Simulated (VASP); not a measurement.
Wanted: the native input for a VASP 6.6.1 run.

| Property | Result |
| --- | --- |
| Task | single point |
| Functional | PBE |
| Potentials or basis | VASP PAW PBE potentials, release 64 (Y_sv, As) |
| Cutoff | 520 eV |
| k mesh | 4 × 4 × 4 |
| Occupations | gaussian, width 0.1 eV |
| Spin | no spin polarisation |
| Dipole correction | no |
| Further INCAR settings | ALGO = Normal; EDIFF = 1e-06; NBANDS = 27 |

The structure of Y3As lies in POSCAR:

```
Y3As
1.0
    4.6758897585      0.0000000000      0.0000000000
    0.0000000000      4.6758897585      0.0000000000
    0.0000000000      0.0000000000      4.6758897585
Y As
3 1
Direct
    0.0000000000      0.5000000000      0.5000000000
    0.5000000000      0.0000000000      0.5000000000
    0.5000000000      0.5000000000      0.0000000000
    0.0000000000      0.0000000000      0.0000000000
```

One way to write it, as run:

INCAR

```
  PREC = Accurate
  ENCUT = 520
  EDIFF = 1E-6
  ISMEAR = 0
  SIGMA = 0.1
  LREAL = F
  LASPH = T
  NELM = 100
  ALGO = Normal
  ISIF = 2
  LWAVE = F
  LCHARG = F
  GGA = PE
  NBANDS = 27
```

KPOINTS

```
regular mesh
0
Gamma
  4 4 4
```

Potentials or basis: VASP PAW PBE potentials, release 64 (Y_sv, As).

The run is started by

```bash
$ cat potpaw_PBE.64/Y_sv/POTCAR potpaw_PBE.64/As/POTCAR > POTCAR
$ mpirun -np 1 vasp_std > vasp.out
```

Results of the run:

```json
{"Pressure": "-0.2 GPa", "Band gap on the k mesh": "zero (band 19 reaches 4.80 eV, above the bottom of band 20 at 3.75 eV)"}
```

It took 25 s on 1 thread of AMD EPYC 9R45 96-Core Processor (Zen 5), on a shared host, peak memory 0.19 GiB.
